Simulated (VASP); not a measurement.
The system is Sb.

```
Sb
1.0
    -1.58698    1.58698    2.72990
     1.58698   -1.58698    2.72990
     1.58698    1.58698   -2.72990
Sb
1
Cartesian
  0.0000 0.0000 0.0000
```

Base run:

| Item | Value |
| --- | --- |
| Program | VASP 6.6.1 |
| Functional | PBE |
| Potentials or basis | VASP PAW PBE potentials, release 64 (Sb) |
| Cutoff | 520 eV |
| k mesh | 12 × 12 × 12 |
| Occupations | fermi-dirac, width 0.05 eV |
| Spin | no spin polarisation |

Its results: pressure 0.4 GPa.

Task: After a change of settings the same cell gave: pressure -3.5 GPa. Which change was it?
A. functional from PBE to PBEsol
B. functional from PBE to r2SCAN; further incar settings from ALGO = Normal; EDIFF = 1e-06; NBANDS = 8 to ALGO = Normal; EDIFF = 1e-07; NBANDS = 8
C. functional from PBE to LDA; potentials or basis from VASP PAW PBE potentials, release 64 (Sb) to VASP PAW LDA potentials, release 64 (Sb)

Result: C.
